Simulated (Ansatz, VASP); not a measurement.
## Two plane-wave programs on WS2

File INCAR:

```
SYSTEM = WS2
PREC = Accurate
ENCUT = 520
EDIFF = 1E-7
ISMEAR = 0
SIGMA = 0.05
LREAL = .False.
LASPH = .True.
NELM = 80
ALGO = Normal
ISIF = 2
LWAVE = .False.
LCHARG = .False.
GGA = PS
IVDW = 12
NBANDS = 20
```

The input KPOINTS:

```
Automatic mesh
0
Gamma
  12 12 12
  0 0 0
```

File POSCAR:

```
WS2
1.0
    1.5790003843      0.9116362969      6.1633300000
   -1.5790003843      0.9116362969      6.1633300000
    0.0000000000     -1.8232725938      6.1633300000
W S
1 2
Direct
    0.0274232170      0.0274232170     -0.0548464340
    0.7503000000      0.7503000000      0.7503000000
    0.5810000000      0.5810000000      0.5810000000
```

Input for Ansatz:

```yaml
crystal:
  lattice:
    - [1.5790003843, 0.9116362969, 6.16333]
    - [-1.5790003843, 0.9116362969, 6.16333]
    - [0.0, -1.8232725938, 6.16333]
  atoms:
    - { symbol: W, position: [0.027423217, 0.027423217, -0.054846434] }
    - { symbol: S, position: [0.7503, 0.7503, 0.7503] }
    - { symbol: S, position: [0.581, 0.581, 0.581] }
basis:
  ecutwfc: 420
kpoints:
  mp_grid: { grid: [12, 12, 12] }
hamiltonian:
  xc: pbesol
  dispersion: d3bj
scf:
  occupations: { method: gaussian, width: 0.05 }
output:
  forces: true
  stress: true
  eigenvalues: true
```

Alike in both runs: task single point; functional PBEsol; dispersion D3(BJ); k mesh 12 × 12 × 12; occupations gaussian, width 0.05 eV; no spin polarisation.

|  | VASP | Ansatz |
| --- | --- | --- |
| version | VASP 6.6.1 | Ansatz 0.2.0 |
| potentials or method | VASP PAW PBE potentials, release 64 (W_sv, S), cutoff 520 eV | scalar-relativistic, plane waves, PAW |
| valence electrons in the cell | 26 | 26 |

```csv
,VASP,Ansatz,Ansatz less VASP
gap on the k mesh at the Fermi level (eV),0.90,0.88,-0.017
least direct gap on the mesh (eV),1.51,1.50,-0.014
pressure (GPa),-2.6,-2.7,-0.12
"traceless stress, the component that is largest in VASP (GPa)",-4.24,-4.21,+0.031
rms of the force components (eV/Å),1.283,1.281,-0.0026
```

VASP's potentials were made for PBE, not for PBEsol. Atom by atom the forces differ by 0.010 eV/Å (rms over components).

Spin-orbit coupling is off throughout.
